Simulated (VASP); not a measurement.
# TiAl3 in VASP: a series of runs

Runs on TiAl3. Level: r2SCAN. Tasks: single point.

Program: VASP 6.6.1. These are calculated values, not measurements. Logs are shortened: lines on timing, memory, paths and dates and some standing lists are left out, and cuts for length are marked.

### 1 The cell of the first run

Symmetry: Pm-3m, No. 221, cubic system. Conventional cell: a = 4.074 Å, b = 4.074 Å, c = 4.074 Å, α = 90.00°, β = 90.00°, γ = 90.00°. Within 3.8 Å of Ti (site symmetry m-3m) lie 12 Al at 2.88 Å. Al (site symmetry 4/mmm) has 4 Ti at 2.88 Å and 8 Al at 2.88 Å within 3.8 Å.

### 2 Single point, r2SCAN (strain +0.030 along x and y, +0.030 along z)

Input file POSCAR:

```
TiAl3
1.0
    4.0743413875      0.0000000000      0.0000000000
    0.0000000000      4.0743413875      0.0000000000
    0.0000000000      0.0000000000      4.0743413875
Ti Al
1 3
Direct
    0.0000000000      0.0000000000      0.0000000000
    0.5000000000      0.5000000000      0.0000000000
    0.5000000000      0.0000000000      0.5000000000
    0.0000000000      0.5000000000      0.5000000000
```

Input file INCAR.step1:

```
PREC     = Accurate       # precision mode
ENCUT    = 520            # plane-wave cutoff, eV
ISMEAR   = 0              # smearing method
SIGMA    = 0.15           # smearing width, eV
LREAL    = F              # projectors in reciprocal space
LASPH    = T              # aspherical terms in the spheres
NELM     = 60             # most SCF steps
NBANDS   = 18             # bands
GGA      = PE             # functional
ALGO     = Normal         # electronic algorithm
EDIFF    = 1E-4           # SCF threshold, eV
LWAVE    = T              # write WAVECAR
LCHARG   = F              # write CHGCAR
```

Input file INCAR.step2:

```
PREC     = Accurate       # precision mode
ENCUT    = 520            # plane-wave cutoff, eV
EDIFF    = 1E-6           # SCF threshold, eV
ISMEAR   = 0              # smearing method
SIGMA    = 0.15           # smearing width, eV
LREAL    = F              # projectors in reciprocal space
LASPH    = T              # aspherical terms in the spheres
NELM     = 60             # most SCF steps
ALGO     = Normal         # electronic algorithm
ISIF     = 2              # what is computed and relaxed
LWAVE    = F              # write WAVECAR
LCHARG   = F              # write CHGCAR
METAGGA  = R2SCAN         # meta-GGA
LMIXTAU  = T            
NBANDS   = 18             # bands
ISTART   = 1
```

Input file KPOINTS:

```
regular mesh
0
Gamma
  12 12 12
```

Potentials or basis: VASP PAW PBE potentials, release 64 (Ti_sv, Al).

Command:

```
cat potpaw_PBE.64/Ti_sv/POTCAR potpaw_PBE.64/Al/POTCAR > POTCAR
cp INCAR.step1 INCAR
mpirun -np 1 vasp_std > vasp.out
cp INCAR.step2 INCAR
mpirun -np 1 vasp_std > vasp.out
```

OUTCAR:

```text
PREC = Accurate
   ENCUT = 520
   EDIFF = 1E-6
   ISMEAR = 0
   LREAL = F
   LASPH = T
   NELM = 60
   ISIF = 2
   METAGGA = R2SCAN
   ISTART = 1

 ion  position               nearest neighbor table
   1  0.000  0.000  0.000-   2 2.88   3 2.88   4 2.88   3 2.88   4 2.88   2 2.88   4 2.88   4 2.88
                             2 2.88   3 2.88   3 2.88   2 2.88
   2  0.500  0.500  0.000-   1 2.88   3 2.88   4 2.88   3 2.88   4 2.88   1 2.88   3 2.88   3 2.88
                             1 2.88   4 2.88   4 2.88   1 2.88
   3  0.500  0.000  0.500-   1 2.88   2 2.88   4 2.88   1 2.88   2 2.88   2 2.88   4 2.88   2 2.88
                             1 2.88   4 2.88   1 2.88   4 2.88
   4  0.000  0.500  0.500-   1 2.88   2 2.88   3 2.88   1 2.88   2 2.88   1 2.88   3 2.88   1 2.88
                             2 2.88   3 2.88   2 2.88   3 2.88

  LATTYP: Found a simple cubic cell.
 ALAT       =     4.0743413875

  Lattice vectors:

 A1 = (   4.0743413875,   0.0000000000,   0.0000000000)
 A2 = (   0.0000000000,   4.0743413875,   0.0000000000)
 A3 = (   0.0000000000,   0.0000000000,   4.0743413875)

Analysis of symmetry for initial positions (statically):
=====================================================================
 Subroutine PRICEL returns:
 Original cell was already a primitive cell.

 Routine SETGRP: Setting up the symmetry group for a
 simple cubic supercell.

 Subroutine GETGRP returns: Found 48 space group operations
 (whereof 48 operations were pure point group operations)
 out of a pool of 48 trial point group operations.

The static configuration has the point symmetry O_h .

Analysis of symmetry for dynamics (positions and initial velocities):
=====================================================================
 Subroutine PRICEL returns:
 Original cell was already a primitive cell.

 Routine SETGRP: Setting up the symmetry group for a
 simple cubic supercell.

 Subroutine GETGRP returns: Found 48 space group operations
 (whereof 48 operations were pure point group operations)
 out of a pool of 48 trial point group operations.

The dynamic configuration has the point symmetry O_h .

 Subroutine INISYM returns: Found 48 space group operations
 (whereof 48 operations are pure point group operations),
 and found     1 'primitive' translations

[... 97 lines left out ...]
   NELM   =     60;   NELMIN=  2; NELMDL=  0     # of ELM steps
   EDIFF  = 0.1E-05   stopping-criterion for ELM
   LREAL  =      F    real-space projection
   EDIFFG = 0.1E-04   stopping-criterion for IOM
   NSW    =      0    number of steps for IOM
   IBRION =     -1    ionic relax: 0-MD 1-quasi-New 2-CG
   NFREE  =      0    steps in history (QN), initial steepest desc. (CG)
   ISIF   =      2    stress and relaxation
   ISYM   =      2    0-nonsym 1-usesym 2-fastsym
   POTIM  = 0.5000    time-step for ionic-motion
   TEBEG  =    0.0;   TEEND  =   0.0 temperature during run
   PSTRESS=    0.0 pullay stress
   NELECT =      21.0000    total number of electrons
   NUPDOWN=      -1.0000    fix difference up-down
   EMIN   =  10.00;   EMAX   =-10.00  energy-range for DOS
   EFERMI =   0.00;   METHOD = LEGACY
   ISMEAR =     0;   SIGMA  =   0.15  broadening in eV -4-tet -1-fermi 0-gaus
   EFERMI_NEDOS =   21; number of points for ismear=-14 and -15
   IALGO  =     38    algorithm
   IMIX   =      4    mixing-type and parameters
     AMIX     =   0.40;   BMIX     =  1.00
     AMIX_MAG =   1.60;   BMIX_MAG =  1.00
  volume/ion in A,a.u.               =      16.91       114.11
  Fermi-wavevector in a.u.,A,eV,Ry     =   1.108555  2.094865 16.720116  1.228894
  Thomas-Fermi vector in A             =   2.245083
   LORBIT       =      0    0 simple, 1 ext, 2 COOP (PROOUT), +10 PAW based schemes
   METAGGA = R2SCAN    functional components
   LHFCALC =     F    Hartree Fock is set to
   AEXX    =    0.0000 exact exchange contribution
   IVDW    =     0    specifies the selected vdW correction
   LEPSILON=     F    determine dielectric tensor
   LRPA    =     F    only Hartree local field effects (RPA)
 non-spin polarized calculation
 Gauss-broadening in eV      SIGMA  =   0.15
  energy-cutoff  :      520.00
  volume of cell :       67.64
 maximum number of plane-waves:      1856
   NGX = 15   NGY = 15   NGZ = 15

 number of electron      21.0000006 magnetization

 Free energy of the ion-electron system (eV)
  ---------------------------------------------------
  ext. energy  EPLUGINS =         0.00000000
  ---------------------------------------------------
  free energy    TOTEN  =       -34.65915477 eV

  energy without entropy =      -34.63032322  energy(sigma->0) =      -34.64473900

 E-fermi :   8.2381     XC(G=0): -11.2185

 val. band max:        8.2316741408   @ k =   0.1667   0.1667   0.0833
 cond. band min:       8.2495987032   @ k =   0.3333   0.0833   0.0833
 fundamental gap:      0.0179245624
 Fermi energy:         8.2380860404

 k-point     1 :       0.0000    0.0000    0.0000
  band No.  band energies     occupation
      1     -51.3196      2.00000
      2     -26.5603      2.00000
      3     -26.5603      2.00000
      4     -26.5603      2.00000
      5      -2.7261      2.00000
      6       5.2103      2.00000
[... 481 lines left out ...]
      5      -0.1982      2.00000
      6       1.5650      2.00000
[... 10 lines left out ...]
     17      12.3496      0.00000
     18      13.5536      0.00000

 [... further k-points ...]

------------------------ aborting loop because EDIFF is reached ----------------------------------------

  FORCE on cell =-STRESS in cart. coord.  units (eV):
  Direction    XX          YY          ZZ          XY          YZ          ZX
  --------------------------------------------------------------------------------------
  -------------------------------------------------------------------------------------
  Total       -3.6553441     -3.6553441     -3.6553441     -0.0000000      0.0000000      0.0000000
  in kB      -86.5897720    -86.5897720    -86.5897720     -0.0000000      0.0000000      0.0000000
  external PRESSURE =     -86.5897720 kB  Pullay stress =       0.0000000 kB

 VOLUME and BASIS-vectors are now :
 -----------------------------------------------------------------------------
  energy-cutoff  :      520.00
  volume of cell :       67.64
      direct lattice vectors                 reciprocal lattice vectors
     4.074341387  0.000000000  0.000000000     0.245438441  0.000000000  0.000000000
     0.000000000  4.074341387  0.000000000     0.000000000  0.245438441  0.000000000
     0.000000000  0.000000000  4.074341387     0.000000000  0.000000000  0.245438441

 POSITION                                       TOTAL-FORCE (eV/Angst)
 -----------------------------------------------------------------------------------
      0.00000      0.00000      0.00000         0.000000      0.000000      0.000000
      2.03717      2.03717      0.00000         0.000000      0.000000      0.000000
      2.03717      0.00000      2.03717         0.000000      0.000000      0.000000
      0.00000      2.03717      2.03717         0.000000      0.000000      0.000000
 -----------------------------------------------------------------------------------
    total drift:                               -0.000000     -0.000000      0.000000

  FREE ENERGIE OF THE ION-ELECTRON SYSTEM (eV)
  ---------------------------------------------------
  free  energy   TOTEN  =       -34.6591547731 eV

  energy  without entropy=      -34.6303232182  energy(sigma->0) =      -34.64473900
```

OUTCAR.step1:

```text
PREC = Accurate
   ENCUT = 520
   ISMEAR = 0
   LREAL = F
[... 736 lines left out ...]
      0.00000      0.00000      0.00000         0.000000      0.000000      0.000000
      2.03717      2.03717      0.00000         0.000000      0.000000      0.000000
      2.03717      0.00000      2.03717         0.000000      0.000000      0.000000
      0.00000      2.03717      2.03717         0.000000      0.000000      0.000000
 -----------------------------------------------------------------------------------
    total drift:                               -0.000000     -0.000000      0.000000

  FREE ENERGIE OF THE ION-ELECTRON SYSTEM (eV)
  ---------------------------------------------------
  free  energy   TOTEN  =       -20.4634029547 eV

  energy  without entropy=      -20.4325284975  energy(sigma->0) =      -20.44796573
```

It took 2.5 min on 1 thread of AMD EPYC 9R45 (Zen 5), shared host; peak memory 0.2 GiB.

Results:

```
Free energy            : -34.6592 eV
Pressure               : -8.7 GPa
Band gap on the k mesh : zero (an odd number of electrons rules out a gap without spin polarisation)
```

Levels at points of the mesh, in eV from the Fermi level:
```csv
k point,band 7,band 8,band 9,band 10,band 11,band 12,band 13,band 14
"(0.00, 0.00, 0.00)",-3.03,-2.31,-2.31,-2.31,0.14,0.14,0.14,0.73
"(0.50, 0.00, 0.00)",-2.27,-2.27,-2.06,0.36,0.60,0.60,0.98,1.05
"(0.50, 0.50, 0.00)",-6.32,-5.14,-1.26,-1.26,0.59,0.97,1.09,1.25
"(0.50, 0.50, 0.50)",-5.21,-5.05,-3.71,-3.71,-3.71,0.09,1.31,1.31
```

Caveat: the cell differs from its parent crystal (strain +0.030 along x and y, +0.030 along z); the cell stands under tension; the PAW data sets were made with another functional, which shifts forces and pressure a little.

[end of part 1 of 2]
